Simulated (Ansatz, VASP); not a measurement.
Zn2CdTe3: VASP beside Ansatz

```
Zn Cd Te
1.0
     4.31735    2.49262    2.90302
    -4.31735    2.49262    2.90302
     0.00000   -4.98525    2.90302
Zn Cd Te
2 1 3
Direct
  0.85996 0.85996 0.85996
  0.14004 0.14004 0.14004
  0.50000 0.50000 0.50000
  0.50000 0.50000 0.00000
  0.00000 0.50000 0.50000
  0.50000 0.00000 0.50000
```

Alike in both runs: functional PBE; k mesh 6 × 6 × 6; occupations gaussian, width 0.1 eV; no spin polarisation.

Ansatz relaxed the structure, and its values are those at the end. VASP's run is a single point on that final structure, the one shown.

|  | VASP | Ansatz |
| --- | --- | --- |
| version | VASP 6.6.1 | Ansatz 0.2.0 |
| potentials or method | VASP PAW PBE potentials, release 64 (Zn, Cd, Te), cutoff 520 eV | scalar-relativistic, plane waves, PAW |
| valence electrons in the cell | 54 | 92 |

Ansatz gave:

| Quantity | Value |
| --- | --- |
| gap on the k mesh at the Fermi level (eV) | none |
| pressure (GPa) | 0.0 |

**Question.** Which values does VASP return?

**Answer.** gap on the k mesh at the Fermi level (eV): none; pressure (GPa): 0.1.

A gap of «none» marks a metal or a gap that the smearing closes. VASP's potentials hold 54 valence electrons a cell and Ansatz's 92, so a difference there can come from the potentials and not from the codes.

Spin-orbit coupling is off throughout.
